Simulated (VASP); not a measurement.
Set up this calculation in VASP 6.6.1, as the native input.

| Property | Result |
| --- | --- |
| Task | single point |
| Functional | PBE |
| Potentials or basis | VASP PAW PBE potentials, release 64 (Si, C) |
| Cutoff | 520 eV |
| k mesh | 5 × 5 × 4 |
| Occupations | gaussian, width 0.2 eV |
| Spin | no spin polarisation |
| Dipole correction | no |
| Further INCAR settings | ALGO = Normal; EDIFF = 1e-07; NBANDS = 23 |

The structure of Si3C4 lies in POSCAR:

```
Si3C4
1.0
    5.1333189816     -1.4768678444     -0.0561172847
    5.1333189816      1.4768678444     -0.0561172847
   -2.6676149057      0.0000000000      4.4476393283
Si C
3 4
Direct
    0.0000000000      0.0000000000      0.0000000000
    0.7048701258      0.7048701258      0.7074294896
    0.2951298742      0.2951298742      0.2925705104
    0.8674951399      0.8674951399      0.5615326293
    0.1325048601      0.1325048601      0.4384673707
    0.3746113119      0.3746113119      0.0394750008
    0.6253886881      0.6253886881      0.9605249992
```

The cell was built from a structure type or drawn by symmetry, and may not be a known phase.

The input as run:

INCAR

```
PREC = Accurate ; ENCUT = 520
EDIFF = 1E-7 ; ISMEAR = 0
SIGMA = 0.2 ; LREAL = F
LASPH = T ; NELM = 60
ALGO = Normal ; ISIF = 2
LWAVE = F ; LCHARG = T
GGA = PE ; LELF = T
LVHAR = T ; NBANDS = 23
```

KPOINTS

```
Automatic mesh
0
Gamma
  5 5 4
```

Potentials or basis: VASP PAW PBE potentials, release 64 (Si, C).

The run is started by

```bash
$ cat potpaw_PBE.64/Si/POTCAR potpaw_PBE.64/C/POTCAR > POTCAR
$ mpirun -np 1 vasp_std > vasp.out
```

It gave:

- Pressure: -0.4 GPa
- Largest force: 0.041 eV/Å
- Band gap on the k mesh: zero (bands 14 and 15 overlap by 1.35 eV)

Caveat: the k points lie up to 0.45 Å⁻¹ apart, too coarse for converged energies and pressures of a metal.

It took 80 s on 1 thread of Intel(R) Xeon(R) Platinum 8259CL CPU @ 2.50GHz (Skylake/Cascade Lake) (shared host), peak memory 0.24 GiB.
